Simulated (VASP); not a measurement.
Wanted: the native input for a VASP 6.6.1 run.

```yaml
Task: single point
Functional: PBE
Potentials_or_basis: VASP PAW PBE potentials, release 64 (Mo_sv, S)
Cutoff: 520 eV
k_mesh: 10 × 10 × 3
Occupations: fermi-dirac, width 0.03 eV
Spin: no spin polarisation
Dipole_correction: no
Further_INCAR_settings: ALGO = Normal; EDIFF = 1e-07; NBANDS = 35
```

The structure of MoS2 lies in POSCAR:

```
MoS2
1.0
    3.1610016016      0.0000000000      0.0000000000
   -1.5805008008      2.7375076884      0.0000000000
    0.0000000000      0.0000000000     12.6638500000
Mo S
2 4
Direct
    0.3333333333      0.6666666667      0.2500000000
    0.6666666667      0.3333333333      0.7500000000
    0.3333333333      0.6666666667      0.6275000000
    0.6666666667      0.3333333333      0.1275000000
    0.3333333333      0.6666666667      0.8725000000
    0.6666666667      0.3333333333      0.3725000000
```

This cell differs from its parent crystal: zz strain of +3 %.

The input as run:

INCAR

```
SYSTEM = MoS2
PREC = Accurate
ENCUT = 520
EDIFF = 1E-7
ISMEAR = -1
SIGMA = 0.03
LREAL = .False.
LASPH = .True.
NELM = 60
ALGO = Normal
ISIF = 2
LWAVE = .False.
LCHARG = .False.
GGA = PE
NBANDS = 35
```

KPOINTS

```
Automatic mesh
0
Gamma
  10 10 3
  0 0 0
```

Potentials or basis: VASP PAW PBE potentials, release 64 (Mo_sv, S).

The run is started by

```sh
$ cat potpaw_PBE.64/Mo_sv/POTCAR potpaw_PBE.64/S/POTCAR > POTCAR
$ mpirun -np 1 vasp_std > vasp.out
```

Results of the run:

```
Pressure               : 3.6 GPa
Largest force          : 0.290 eV/Å
Band gap on the k mesh : 1.11 eV (least direct gap 1.91 eV)
```

Caveat: the cell differs from its parent crystal (zz strain of +3 %); the cell stands under pressure; this functional lacks dispersion, which binds layers or chains, so the pressure and a relaxed spacing across them are unreliable.

It took 2.2 min on 1 thread of Intel Xeon 8259CL, with other jobs on the host, peak memory 0.27 GiB.
